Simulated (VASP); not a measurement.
# BaZrO3 in VASP: settings compared

BaZrO3 is run at these levels: PBE, PBEsol; tasks: single point.

All numbers are computed with VASP 6.6.1; they aren't measurements. Logs are shortened: lines on timing, memory, paths and dates and some standing lists are left out, and cuts for length are marked.

## 1. The cell of the first run

The typed cell holds 5 atoms: a = 4.205 Å, b = 4.205 Å, c = 4.205 Å, α = 90.00°, β = 90.00°, γ = 90.00°.

## 2. Single point, PBE, non-collinear spin, zero start, spin-orbit coupling

Contents of INCAR:

```
SYSTEM = BaZrO3
PREC = Accurate ; ENCUT = 520
EDIFF = 1E-6 ; ISMEAR = 0
SIGMA = 0.01 ; LREAL = .FALSE.
LASPH = .TRUE. ; NELM = 150
ALGO = Normal ; ISIF = 2
LWAVE = .FALSE. ; LCHARG = .TRUE.
LNONCOLLINEAR = .TRUE. ; MAGMOM = 0 0 0 0 0 0 0 0 0 0 0 0 0 0 0
LORBIT = 11 ; LSORBIT = .TRUE.
GGA_COMPAT = .FALSE. ; LORBMOM = .TRUE.
LMAXMIX = 4 ; GGA = PE
LVHAR = .TRUE. ; NBANDS = 55
```

Contents of KPOINTS:

```
regular mesh
0
G
  6 6 6
  0 0 0
```

Contents of POSCAR:

```
BaZrO3
1.0
    4.2053390482      0.0000000000      0.0000000000
    0.0000000000      4.2053390482      0.0000000000
    0.0000000000      0.0000000000      4.2053800592
Ba Zr O
1 1 3
Direct
    0.5000000000      0.5000000000      0.5720279748
    0.0000000000      0.0000000000      0.0719925218
    0.0000000000      0.5000000000      0.0719943115
    0.5000000000      0.0000000000      0.0719943115
    0.0000000000      0.0000000000      0.5719878704
```

Potentials or basis: VASP PAW PBE potentials, release 64 (Ba_sv, Zr_sv, O).

Started as:

```console
cat potpaw_PBE.64/Ba_sv/POTCAR potpaw_PBE.64/Zr_sv/POTCAR potpaw_PBE.64/O/POTCAR > POTCAR
mpirun -np 1 vasp_ncl > vasp.out
```

OUTCAR:

```text
SYSTEM = BaZrO3
   PREC = Accurate
   ENCUT = 520
   EDIFF = 1E-6
   ISMEAR = 0
   LREAL = .FALSE.
   LASPH = .TRUE.
   NELM = 150
   ISIF = 2
   LNONCOLLINEAR = .TRUE.
   LORBIT = 11
   LSORBIT = .TRUE.
   GGA = PE

 ion  position               nearest neighbor table
   1  0.500  0.500  0.572-   3 2.97   4 2.97   4 2.97   3 2.97   5 2.97   5 2.97   5 2.97   5 2.97
                             3 2.97   4 2.97   3 2.97   4 2.97   2 3.64   2 3.64   2 3.64   2 3.64
   2  0.000  0.000  0.072-   3 2.10   4 2.10   3 2.10   4 2.10   5 2.10   5 2.10   1 3.64   1 3.64
                             1 3.64   1 3.64   1 3.64   1 3.64   1 3.64   1 3.64
   3  0.000  0.500  0.072-   2 2.10   2 2.10   1 2.97   1 2.97   1 2.97   1 2.97
   4  0.500  0.000  0.072-   2 2.10   2 2.10   1 2.97   1 2.97   1 2.97   1 2.97
   5  0.000  0.000  0.572-   2 2.10   2 2.10   1 2.97   1 2.97   1 2.97   1 2.97

  LATTYP: Found a simple cubic cell.
 ALAT       =     4.2053390482

  Lattice vectors:

 A1 = (   4.2053390482,   0.0000000000,   0.0000000000)
 A2 = (   0.0000000000,   4.2053390482,   0.0000000000)
 A3 = (   0.0000000000,   0.0000000000,   4.2053800592)

Analysis of symmetry for initial positions (statically):
=====================================================================
 Subroutine PRICEL returns:
 Original cell was already a primitive cell.

 Routine SETGRP: Setting up the symmetry group for a
 simple cubic supercell.

 Subroutine GETGRP returns: Found  8 space group operations
 (whereof  8 operations were pure point group operations)
 out of a pool of 48 trial point group operations.

The static configuration has the point symmetry C_4v.

Analysis of symmetry for dynamics (positions and initial velocities):
=====================================================================
 Subroutine PRICEL returns:
 Original cell was already a primitive cell.

 Routine SETGRP: Setting up the symmetry group for a
 simple cubic supercell.

 Subroutine GETGRP returns: Found  8 space group operations
 (whereof  8 operations were pure point group operations)
 out of a pool of 48 trial point group operations.

The dynamic configuration has the point symmetry C_4v.

Analysis of structural, dynamic, and magnetic symmetry:
=====================================================================
 Subroutine PRICEL returns:
 Original cell was already a primitive cell.

 Routine SETGRP: Setting up the symmetry group for a
 simple cubic supercell.

 Subroutine GETGRP returns: Found  8 space group operations
 (whereof  8 operations were pure point group operations)
 out of a pool of 48 trial point group operations.

The overall configuration has the point symmetry C_4v.

 Subroutine INISYM returns: Found  8 space group operations
 (whereof  8 operations are pure point group operations),
 and found     1 'primitive' translations

----------------------------------------------------------------------------------------

                                     Primitive cell

  volume of cell :      74.3716

  direct lattice vectors                    reciprocal lattice vectors
     4.205339048  0.000000000  0.000000000     0.237792955  0.000000000  0.000000000
     0.000000000  4.205339048  0.000000000     0.000000000  0.237792955  0.000000000
     0.000000000  0.000000000  4.205380059     0.000000000  0.000000000  0.237790636

  length of vectors
     4.205339048  4.205339048  4.205380059     0.237792955  0.237792955  0.237790636

  position of ions in fractional coordinates (direct lattice)
     0.500000000  0.500000000  0.572027975
     0.000000000  0.000000000  0.071992522
     0.000000000  0.500000000  0.071994311
     0.500000000  0.000000000  0.071994311
     0.000000000  0.000000000  0.571987870

  ion indices of the primitive-cell ions
   primitive index   ion index
                 1           1
                 2           2
                 3           3
                 4           4
                 5           5

----------------------------------------------------------------------------------------

 KPOINTS: regular mesh

Automatic generation of k-mesh.
 Grid dimensions read from file:
 generate k-points for:    6    6    6

 Generating k-lattice:

  Cartesian coordinates                     Fractional coordinates (reciprocal lattice)
     0.039632159  0.000000000  0.000000000     0.166666667  0.000000000  0.000000000
     0.000000000  0.039632159  0.000000000     0.000000000  0.166666667  0.000000000
     0.000000000  0.000000000  0.039631773     0.000000000  0.000000000  0.166666667

  Length of vectors
     0.039632159  0.039632159  0.039631773

  Shift w.r.t. Gamma in fractional coordinates (k-lattice)
     0.000000000  0.000000000  0.000000000

 Subroutine IBZKPT returns following result:
 ===========================================
[... 76 lines left out ...]
   IVDW    =     0    specifies the selected vdW correction
   LEPSILON=     F    determine dielectric tensor
   LRPA    =     F    only Hartree local field effects (RPA)
 Gauss-broadening in eV      SIGMA  =   0.01
  energy-cutoff  :      520.00
  volume of cell :       74.37
 maximum number of plane-waves:      4032
   NGX = 15   NGY = 15   NGZ = 15

 number of electron      39.9999999 magnetization       0.0000000     -0.0000000     -0.0000000

 number of electron      39.9999999 magnetization       0.0000000      0.0000000      0.0000000

 number of electron      39.9999999 magnetization       0.0000000      0.0000000     -0.0000000

 number of electron      39.9999999 magnetization      -0.0000000     -0.0000000     -0.0000000

 Free energy of the ion-electron system (eV)
  ---------------------------------------------------
  ext. energy  EPLUGINS =         0.00000000
  ---------------------------------------------------
  free energy    TOTEN  =       -41.96548187 eV

  energy without entropy =      -41.96548187  energy(sigma->0) =      -41.96548187

 E-fermi :   3.8103     XC(G=0): -10.7219

 val. band max:        3.7238905469   @ k =   0.5000   0.5000   0.5000
 cond. band min:       6.8566486119   @ k =   0.0000   0.0000   0.0000
 fundamental gap:      3.1327580650
 Fermi energy:         3.8102593887

 k-point     1 :       0.0000    0.0000    0.0000
  band No.  band energies     occupation
      1     -43.3653      1.00000
      2     -43.3653      1.00000
      3     -22.6470      1.00000
      4     -22.6470      1.00000
      5     -21.6301      1.00000
      6     -21.6301      1.00000
[... 1309 lines left out ...]
     51      11.3744      0.00000
     52      11.3745      0.00000

 [... further k-points ...]

 [bands above 52 left out]

------------------------ aborting loop because EDIFF is reached ----------------------------------------

  FORCE on cell =-STRESS in cart. coord.  units (eV):
  Direction    XX          YY          ZZ          XY          YZ          ZX
  --------------------------------------------------------------------------------------
  -------------------------------------------------------------------------------------
  Total        1.5796489      1.5796489      1.5797801      0.0000000      0.0000000      0.0000000
  in kB       34.0301512     34.0301512     34.0329761      0.0000000      0.0000000      0.0000000
  external PRESSURE =      34.0310928 kB  Pullay stress =       0.0000000 kB

 VOLUME and BASIS-vectors are now :
 -----------------------------------------------------------------------------
  energy-cutoff  :      520.00
  volume of cell :       74.37
      direct lattice vectors                 reciprocal lattice vectors
     4.205339048  0.000000000  0.000000000     0.237792955  0.000000000  0.000000000
     0.000000000  4.205339048  0.000000000     0.000000000  0.237792955  0.000000000
     0.000000000  0.000000000  4.205380059     0.000000000  0.000000000  0.237790636

 POSITION                                       TOTAL-FORCE (eV/Angst)
 -----------------------------------------------------------------------------------
      2.10267      2.10267      2.40560        -0.000000     -0.000000     -0.000545
      0.00000      0.00000      0.30276        -0.000000      0.000000      0.000505
      0.00000      2.10267      0.30276        -0.000000     -0.000000     -0.000195
      2.10267      0.00000      0.30276         0.000000      0.000000     -0.000195
      0.00000      0.00000      2.40543        -0.000000      0.000000      0.000430
 -----------------------------------------------------------------------------------
    total drift:                                0.000000      0.000000     -0.000192

  FREE ENERGIE OF THE ION-ELECTRON SYSTEM (eV)
  ---------------------------------------------------
  free  energy   TOTEN  =       -41.9654818733 eV

  energy  without entropy=      -41.9654818733  energy(sigma->0) =      -41.96548187

 orbital moment (x)

 # of ion     p       d       tot
 ----------------------------------------
  1        -0.000  -0.000  -0.000
  2        -0.000  -0.000  -0.000
  3        -0.000   0.000  -0.000
  4        -0.000   0.000  -0.000
  5        -0.000   0.000  -0.000
 ----------------------------------------
           -0.000  -0.000  -0.000

 orbital moment (y)

 # of ion     p       d       tot
 ----------------------------------------
  1         0.000  -0.000  -0.000
  2        -0.000  -0.000  -0.000
  3        -0.000   0.000  -0.000
  4         0.000   0.000   0.000
  5         0.000   0.000   0.000
 ----------------------------------------
           -0.000  -0.000  -0.000

 orbital moment (z)

 # of ion     p       d       tot
 ----------------------------------------
  1         0.000   0.000   0.000
  2         0.000   0.000   0.000
  3         0.000   0.000   0.000
  4         0.000   0.000   0.000
  5         0.000   0.000   0.000
 ----------------------------------------
            0.000   0.000   0.000

 Spin-Orbit-Coupling matrix elements

 Ion:    1  E_soc:     -0.3844880
 l=   1
     0.0000000    -0.0639404    -0.0639404
    -0.0639404     0.0000000    -0.0639404
    -0.0639404    -0.0639404     0.0000000
 l=   2
     0.0000000    -0.0000319     0.0000000    -0.0000319    -0.0001091
    -0.0000319     0.0000000    -0.0000818    -0.0000319    -0.0000273
     0.0000000    -0.0000818     0.0000000    -0.0000818     0.0000000
    -0.0000319    -0.0000319    -0.0000818     0.0000000    -0.0000273
    -0.0001091    -0.0000273     0.0000000    -0.0000273     0.0000000
 l=   3
     0.0000000     0.0000000     0.0000000     0.0000000     0.0000000     0.0000000     0.0000000
     0.0000000     0.0000000     0.0000000     0.0000000     0.0000000     0.0000000     0.0000000
     0.0000000     0.0000000     0.0000000     0.0000000     0.0000000     0.0000000     0.0000000
     0.0000000     0.0000000     0.0000000     0.0000000     0.0000000     0.0000000     0.0000000
[... 69 lines left out ...]
 l=   2
     0.0000000     0.0000000     0.0000000     0.0000000     0.0000000
     0.0000000     0.0000000     0.0000000     0.0000000     0.0000000
     0.0000000     0.0000000     0.0000000     0.0000000     0.0000000
     0.0000000     0.0000000     0.0000000     0.0000000     0.0000000
     0.0000000     0.0000000     0.0000000     0.0000000     0.0000000
 l=   3
     0.0000000     0.0000000     0.0000000     0.0000000     0.0000000     0.0000000     0.0000000
     0.0000000     0.0000000     0.0000000     0.0000000     0.0000000     0.0000000     0.0000000
     0.0000000     0.0000000     0.0000000     0.0000000     0.0000000     0.0000000     0.0000000
     0.0000000     0.0000000     0.0000000     0.0000000     0.0000000     0.0000000     0.0000000
     0.0000000     0.0000000     0.0000000     0.0000000     0.0000000     0.0000000     0.0000000
     0.0000000     0.0000000     0.0000000     0.0000000     0.0000000     0.0000000     0.0000000
     0.0000000     0.0000000     0.0000000     0.0000000     0.0000000     0.0000000     0.0000000

 total charge

# of ion       s       p       d       tot
------------------------------------------
    1        2.001   5.632   0.266   7.899
    2        2.197   6.084   1.418   9.700
    3        1.561   3.482   0.000   5.043
    4        1.561   3.482   0.000   5.043
    5        1.561   3.482   0.000   5.043
--------------------------------------------------
tot          8.882  22.161   1.684  32.727

 magnetization (x)

# of ion       s       p       d       tot
------------------------------------------
    1        0.000   0.000  -0.000  -0.000
    2        0.000   0.000   0.000   0.000
    3        0.000   0.000   0.000   0.000
    4        0.000   0.000   0.000   0.000
    5        0.000   0.000   0.000   0.000
--------------------------------------------------
tot          0.000   0.000  -0.000  -0.000

 magnetization (y)

# of ion       s       p       d       tot
------------------------------------------
    1       -0.000   0.000   0.000   0.000
    2        0.000   0.000   0.000   0.000
    3        0.000  -0.000   0.000  -0.000
    4        0.000   0.000   0.000   0.000
    5        0.000   0.000   0.000   0.000
--------------------------------------------------
tot          0.000  -0.000   0.000   0.000

 magnetization (z)

# of ion       s       p       d       tot
------------------------------------------
    1        0.000   0.000   0.000   0.000
    2       -0.000  -0.000  -0.000  -0.000
    3        0.000   0.000   0.000   0.000
    4        0.000  -0.000   0.000  -0.000
    5        0.000   0.000   0.000   0.000
--------------------------------------------------
tot          0.000   0.000   0.000   0.000
```

Run time: 4.2 min. Hardware: 1 thread of Intel Xeon 6975P-C (Granite Rapids), shared host; peak memory 0.53 GiB.

What came out:

```
Free energy                                           : -41.9655 eV
Pressure                                              : 3.4 GPa
Net moment                                            : 0.00 μB per cell
Valence electrons inside the program's atomic spheres : Ba 7.90; Zr 9.70; O 5.04
```

Moments on the atoms (μB; x, y, z):
```
Ba  0.00 0.00 0.00
Zr  0.00 0.00 0.00
O   0.00 0.00 0.00
O   0.00 0.00 0.00
O   0.00 0.00 0.00
```

Caveat: the cell stands under pressure.

(Part 1 of 2 ends here.)
